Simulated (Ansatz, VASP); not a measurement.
# One calculation of SnO2, two programs

The input INCAR:

```
  ALGO = Normal
  EDIFF = 1E-6
  ENCUT = 520
  ISIF = 2
  ISMEAR = 0
  LASPH = T
  LCHARG = F
  LREAL = F
  LWAVE = F
  NBANDS = 20
  NELM = 100
  PREC = Accurate
  SIGMA = 0.05
```

Contents of KPOINTS:

```
k-points
0
Gamma
  12 12 12
```

POSCAR

```
SnO2
1.0
    1.6170930752      0.9336291223      4.8005925840
   -1.6170930752      0.9336291223      4.8005925840
    0.0000000000     -1.8672582446      4.8005925840
Sn O
1 2
Direct
    0.4895846192      0.4895846192      0.4895846192
    0.2371700000      0.2371700000      0.2371700000
    0.7628300000      0.7628300000      0.7628300000
```

Input for Ansatz:

```yaml
crystal:
  lattice:
    - [1.6170930752, 0.9336291223, 4.800592584]
    - [-1.6170930752, 0.9336291223, 4.800592584]
    - [0.0, -1.8672582446, 4.800592584]
  atoms:
    - { symbol: Sn, position: [0.4895846192, 0.4895846192, 0.4895846192] }
    - { symbol: O, position: [0.23717, 0.23717, 0.23717] }
    - { symbol: O, position: [0.76283, 0.76283, 0.76283] }
basis:
  ecutwfc: 420
kpoints:
  mp_grid: { grid: [12, 12, 12] }
hamiltonian:
  xc: lda
scf:
  occupations: { method: gaussian, width: 0.05 }
output:
  forces: true
  stress: true
  eigenvalues: true
```

Alike in both runs: task single point; functional LDA; k mesh 12 × 12 × 12; occupations gaussian, width 0.05 eV; no spin polarisation.

|  | VASP | Ansatz |
| --- | --- | --- |
| version | VASP 6.6.1 | Ansatz 0.2.0 |
| potentials or method | VASP PAW LDA potentials, release 64 (Sn_d, O), cutoff 520 eV | scalar-relativistic, plane waves, PAW |
| valence electrons in the cell | 26 | 26 |

VASP gave:

```
gap on the k mesh at the Fermi level (eV)                     : 1.66
least direct gap on the mesh (eV)                             : 1.91
pressure (GPa)                                                : -7.5
traceless stress, the component that is largest in VASP (GPa) : -1.55
rms of the force components (eV/Å)                            : 1.151
```

Task: Estimate Ansatz's values.

Result: gap on the k mesh at the Fermi level (eV): 1.66; least direct gap on the mesh (eV): 1.91; pressure (GPa): -8.2; traceless stress, the component that is largest in VASP (GPa): -1.04; rms of the force components (eV/Å): 1.151.

LDA's correlation is that of Perdew and Zunger in VASP and of Perdew and Wang (1992) in Ansatz. Atom by atom the forces differ by 0.028 eV/Å (rms over components).
